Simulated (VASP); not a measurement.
A run of VASP 6.6.1:

Contents of INCAR:

```
SYSTEM = Ti
PREC = Accurate ; ENCUT = 520
EDIFF = 1E-6 ; ISMEAR = 0
SIGMA = 0.1 ; LREAL = .False.
LASPH = .True. ; NELM = 80
ALGO = Fast ; ISIF = 2
LWAVE = .False. ; LCHARG = .False.
GGA = PS ; NBANDS = 19
```

File KPOINTS:

```
regular mesh
0
Gamma
  18 18 10
  0 0 0
```

POSCAR

```
Ti
1.0
    2.8999670177      0.0000000000      0.0000000000
   -1.4499835088      2.5114451074      0.0000000000
    0.0000000000      0.0000000000      4.5905806277
Ti
2
Direct
    0.3333333333      0.6666666667      0.2500000000
    0.6666666667      0.3333333333      0.7500000000
```

Potentials or basis: VASP PAW PBE potentials, release 64 (Ti_sv).

Launch:

```sh
$ cat potpaw_PBE.64/Ti_sv/POTCAR > POTCAR
$ mpirun -np 1 vasp_std > vasp.out
```

Hardware: 1 thread of Intel(R) Xeon(R) 6975P-C (Granite Rapids), on a shared host.

Task: Estimate the wall time of this run.

Result: It took 2.2 min on 1 thread of Intel(R) Xeon(R) 6975P-C (Granite Rapids), on a shared host, peak memory 0.24 GiB. Counts: scf iterations 36, k points 222.
